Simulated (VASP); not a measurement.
Input of a VASP 6.6.1 run:

The input INCAR:

```
SYSTEM = W
ALGO = Normal
EDIFF = 1E-7
ENCUT = 520
GGA = CA
ISIF = 2
ISMEAR = -1
LASPH = .True.
LCHARG = .False.
LREAL = .False.
LWAVE = .False.
NBANDS = 13
NELM = 80
PREC = Accurate
SIGMA = 0.08
```

The input KPOINTS:

```
k-points
0
Gamma
  19 19 19
  0 0 0
```

POSCAR

```
W
1.0
   -1.5674160006      1.5674160006      1.5674160006
    1.5674160006     -1.5674160006      1.5674160006
    1.5674160006      1.5674160006     -1.5674160006
W
1
Direct
    0.0000000000      0.0000000000      0.0000000000
```

Potentials or basis: VASP PAW LDA potentials, release 64 (W_sv).

The run is started by

```bash
$ cat potpaw_LDA.64/W_sv/POTCAR > POTCAR
$ mpirun -np 1 vasp_std > vasp.out
```

Q: What does it give for the pressure?

A: 2.0 GPa.

Q: Predict the band gap on the k mesh.

A: Zero (bands 7 and 8 overlap by 6.32 eV).

Caveat: spin-orbit coupling is left out, which moves the levels of the heavy elements.
